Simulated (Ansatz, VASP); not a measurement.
## One calculation of ZrN, two programs

File INCAR:

```
PREC = Accurate ; ENCUT = 520
EDIFF = 1E-8 ; ISMEAR = -1
SIGMA = 0.01 ; LREAL = F
LASPH = T ; NELM = 120
ALGO = Normal ; ISIF = 2
LWAVE = F ; LCHARG = F
GGA = PS ; LEFG = T
NBANDS = 16 ; GGA_COMPAT = F
```

File KPOINTS:

```
regular mesh
0
Gamma
  9 9 9
```

The input POSCAR:

```
ZrN
1.0
    0.0000000000      2.2379966444      2.2379966444
    2.2379966444      0.0000000000      2.2379966444
    2.2379966444      2.2379966444      0.0000000000
Zr N
1 1
Direct
    0.0000000000      0.0000000000      0.0000000000
    0.5000000000      0.5000000000      0.5000000000
```

Input for Ansatz:

```yaml
crystal:
  lattice:
    - [0.0, 2.2379966444, 2.2379966444]
    - [2.2379966444, 0.0, 2.2379966444]
    - [2.2379966444, 2.2379966444, 0.0]
  atoms:
    - { symbol: Zr, position: [0.0, 0.0, 0.0] }
    - { symbol: "N", position: [0.5, 0.5, 0.5] }
kpoints:
  mp_grid: { grid: [9, 9, 9] }
scf:
  occupations: { method: fermi_dirac, width: 0.01 }
hamiltonian:
  xc: pbesol
  pseudopotentials: { kind: all_electron, datasets: crystal }
output:
  forces: true
  stress: true
  eigenvalues: true
  efg: { contact_densities: true }
```

Change from the starting cell: volume scaled by 0.9405, crystal datasets.

Alike in both runs: task electric field gradients; functional PBEsol; k mesh 9 × 9 × 9; occupations fermi-dirac, width 0.01 eV; no spin polarisation.

|  | VASP | Ansatz |
| --- | --- | --- |
| version | VASP 6.6.1 | Ansatz 0.2.0 |
| potentials or method | VASP PAW PBE potentials, release 64 (Zr_sv, N), cutoff 520 eV | all-electron PAW with datasets made for the crystal, scalar-relativistic |

VASP gave:

```
pressure (GPa) : 15.7
```

Problem. Estimate Ansatz's values.

Solution. Pressure (GPa): 15.2.

VASP's potentials were made for PBE, not for PBEsol. Ansatz ran all-electron here, and VASP with PAW potentials.
